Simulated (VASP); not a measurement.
Si, 2 atoms in the cell. The structure is cubic, space group Fd-3m (No. 227). The conventional cell has a = 5.402 Å, b = 5.402 Å, c = 5.402 Å, α = 90.00°, β = 90.00°, γ = 90.00°. Within 3.1 Å of Si (site symmetry -43m) lie 4 Si at 2.34 Å. 

| Item | Value |
| --- | --- |
| Program | VASP 6.6.1 |
| Task | single point |
| Functional | LDA |
| Potentials or basis | VASP PAW LDA potentials, release 64 (Si) |
| Cutoff | 520 eV |
| k mesh | 8 × 8 × 8 |
| Occupations | gaussian, width 0.01 eV |
| Spin | no spin polarisation |
| Dipole correction | no |
| Further INCAR settings | ALGO = Normal; EDIFF = 1e-07; NBANDS = 11 |

Potentials or basis: VASP PAW LDA potentials, release 64 (Si).

Command:

```console
$ cat potpaw_LDA.64/Si/POTCAR > POTCAR
$ mpirun -np 1 vasp_std > vasp.out
```

Hardware: 1 thread of AMD EPYC 7R13 (shared host).

Q: Estimate the wall time of this run.

A: It took 12 s on 1 thread of AMD EPYC 7R13 (shared host), peak memory 0.1 GiB. Counts: scf iterations 12, k points 29.
